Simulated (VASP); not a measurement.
# BaZrO3 (Pm-3m) in VASP: further runs, part 2 of 2

VASP 6.6.1. Earlier steps stand in the parts before.

## (3) Relaxation of cell and atoms, r2SCAN

This run uses another cell than the first one, of 14.95 Å³/atom, 1.005 times its volume.

POSCAR

```
BaZrO3
1.0
    4.2123871500      0.0000000000      0.0000000000
    0.0000000000      4.2123871500      0.0000000000
    0.0000000000      0.0000000000      4.2123871500
Ba Zr O
1 1 3
Direct
    0.0000000000      0.0000000000      0.0000000000
    0.5000000000      0.5000000000      0.5000000000
    0.5000000000      0.0000000000      0.5000000000
    0.5000000000      0.5000000000      0.0000000000
    0.0000000000      0.5000000000      0.5000000000
```

INCAR.step1

```
SYSTEM = BaZrO3
PREC = Accurate ; ENCUT = 600
ISMEAR = 0 ; SIGMA = 0.02
LREAL = .FALSE. ; LASPH = .TRUE.
NELM = 100 ; GGA = PE
ALGO = Normal ; EDIFF = 1E-4
LWAVE = .TRUE. ; LCHARG = .FALSE.
```

INCAR.step2

```
SYSTEM = BaZrO3
PREC = Accurate ; ENCUT = 600
EDIFF = 1E-7 ; ISMEAR = 0
SIGMA = 0.02 ; LREAL = .FALSE.
LASPH = .TRUE. ; NELM = 100
ALGO = Normal ; ISIF = 3
LWAVE = .FALSE. ; LCHARG = .FALSE.
METAGGA = R2SCAN ; LMIXTAU = .TRUE.
IBRION = 2 ; NSW = 100
EDIFFG = -0.005 ; ISTART = 1
```

KPOINTS

```
Automatic mesh
0
G
  6 6 6
  0 0 0
```

Potentials or basis: VASP PAW PBE potentials, release 64 (Ba_sv, Zr_sv, O).

The run is started by

```bash
> cat potpaw_PBE.64/Ba_sv/POTCAR potpaw_PBE.64/Zr_sv/POTCAR potpaw_PBE.64/O/POTCAR > POTCAR
> cp INCAR.step1 INCAR
> mpirun -np 1 vasp_std > vasp.out
> cp INCAR.step2 INCAR
> mpirun -np 1 vasp_std > vasp.out
```

OUTCAR:

```text
SYSTEM = BaZrO3
   PREC = Accurate
   ENCUT = 600
   EDIFF = 1E-7
   ISMEAR = 0
   LREAL = .FALSE.
   LASPH = .TRUE.
   NELM = 100
   ISIF = 3
   METAGGA = R2SCAN
   IBRION = 2
   NSW = 100
   EDIFFG = -0.005
   ISTART = 1

 ion  position               nearest neighbor table
   1  0.000  0.000  0.000-   3 2.98   4 2.98   5 2.98   3 2.98   5 2.98   4 2.98   5 2.98   5 2.98
                             3 2.98   4 2.98   3 2.98   4 2.98   2 3.65   2 3.65   2 3.65   2 3.65
   2  0.500  0.500  0.500-   3 2.11   4 2.11   5 2.11   4 2.11   3 2.11   5 2.11   1 3.65   1 3.65
                             1 3.65   1 3.65   1 3.65   1 3.65   1 3.65   1 3.65
   3  0.500  0.000  0.500-   2 2.11   2 2.11   1 2.98   1 2.98   1 2.98   1 2.98
   4  0.500  0.500  0.000-   2 2.11   2 2.11   1 2.98   1 2.98   1 2.98   1 2.98
   5  0.000  0.500  0.500-   2 2.11   2 2.11   1 2.98   1 2.98   1 2.98   1 2.98

  LATTYP: Found a simple cubic cell.
 ALAT       =     4.2123871500

  Lattice vectors:

 A1 = (   4.2123871500,   0.0000000000,   0.0000000000)
 A2 = (   0.0000000000,   4.2123871500,   0.0000000000)
 A3 = (   0.0000000000,   0.0000000000,   4.2123871500)

[... 180 lines left out ...]
 cond. band min:       7.0445619783   @ k =   0.0000   0.0000   0.0000
 fundamental gap:      3.6674623103
 Fermi energy:         3.4923524825

 k-point     1 :       0.0000    0.0000    0.0000
  band No.  band energies     occupation
      1     -45.2313      2.00000
      2     -22.6665      2.00000
      3     -22.6539      2.00000
      4     -22.6539      2.00000
      5     -22.6539      2.00000
      6     -13.9397      2.00000
[... 529 lines left out ...]
     23       9.9411      0.00000
     24      10.7890      0.00000

------------------------ aborting loop because EDIFF is reached ----------------------------------------

  FORCE on cell =-STRESS in cart. coord.  units (eV):
  Direction    XX          YY          ZZ          XY          YZ          ZX
  --------------------------------------------------------------------------------------
  -------------------------------------------------------------------------------------
  Total        0.0052462      0.0052462      0.0052462     -0.0000000     -0.0000000      0.0000000
  in kB        0.1124535      0.1124535      0.1124535     -0.0000000     -0.0000000      0.0000000
  external PRESSURE =       0.1124535 kB  Pullay stress =       0.0000000 kB

 VOLUME and BASIS-vectors are now :
 -----------------------------------------------------------------------------
  energy-cutoff  :      600.00
  volume of cell :       74.75
      direct lattice vectors                 reciprocal lattice vectors
     4.212387150  0.000000000  0.000000000     0.237395084  0.000000000  0.000000000
     0.000000000  4.212387150  0.000000000     0.000000000  0.237395084  0.000000000
     0.000000000  0.000000000  4.212387150     0.000000000  0.000000000  0.237395084

 POSITION                                       TOTAL-FORCE (eV/Angst)
 -----------------------------------------------------------------------------------
      0.00000      0.00000      0.00000         0.000000      0.000000      0.000000
      2.10619      2.10619      2.10619         0.000000      0.000000      0.000000
      2.10619      0.00000      2.10619         0.000000      0.000000      0.000000
      2.10619      2.10619      0.00000         0.000000      0.000000      0.000000
      0.00000      2.10619      2.10619         0.000000      0.000000      0.000000
 -----------------------------------------------------------------------------------
    total drift:                                0.000000      0.000000      0.000000

  FREE ENERGIE OF THE ION-ELECTRON SYSTEM (eV)
  ---------------------------------------------------
  free  energy   TOTEN  =       -85.1151310553 eV

  energy  without entropy=      -85.1151310553  energy(sigma->0) =      -85.11513106

 reached required accuracy - stopping structural energy minimisation
```

Run time: 2.3 min. Hardware: 1 thread of AMD EPYC 9R45 (Zen 5), shared host; peak memory 0.21 GiB.

What came out:

| Item | Value |
| --- | --- |
| Free energy | -85.1151 eV |
| Pressure after relaxing | 0.0 GPa |
| Band gap on the k mesh | 3.67 eV, indirect (least direct gap 3.93 eV) |

Final structure:
```cif
data_structure
_symmetry_space_group_name_H-M 'P 1'
_symmetry_Int_Tables_number 1
_cell_length_a 4.2124
_cell_length_b 4.2124
_cell_length_c 4.2124
_cell_angle_alpha 90.000
_cell_angle_beta 90.000
_cell_angle_gamma 90.000
_cell_volume 74.75
loop_
_atom_site_label
_atom_site_type_symbol
_atom_site_fract_x
_atom_site_fract_y
_atom_site_fract_z
_atom_site_occupancy
Ba1 Ba 0.00000 0.00000 0.00000 1
Zr1 Zr 0.50000 0.50000 0.50000 1
O1 O 0.50000 0.00000 0.50000 1
O2 O 0.50000 0.50000 0.00000 1
O3 O 0.00000 0.50000 0.50000 1
```

Levels at points of the mesh, in eV from the valence-band top:
```tsv
k point	band 18	band 19	band 20	band 21	band 22	band 23
(0.00, 0.00, 0.00)	-0.26	-0.26	-0.26	3.67	3.67	3.67
(0.50, 0.00, 0.00)	-1.65	-0.50	-0.50	4.09	6.12	6.12
(0.50, 0.50, 0.00)	-0.94	-0.86	-0.07	6.09	6.09	6.90
(0.50, 0.50, 0.50)	0.00	0.00	0.00	6.56	6.56	6.56
```

Caveat: the relaxation stopped at its first step, so nothing moved; the PAW data sets were made with another functional, which shifts forces and pressure a little; spin-orbit coupling is left out, which moves the levels of the heavy elements. A k mesh can miss the band edges.
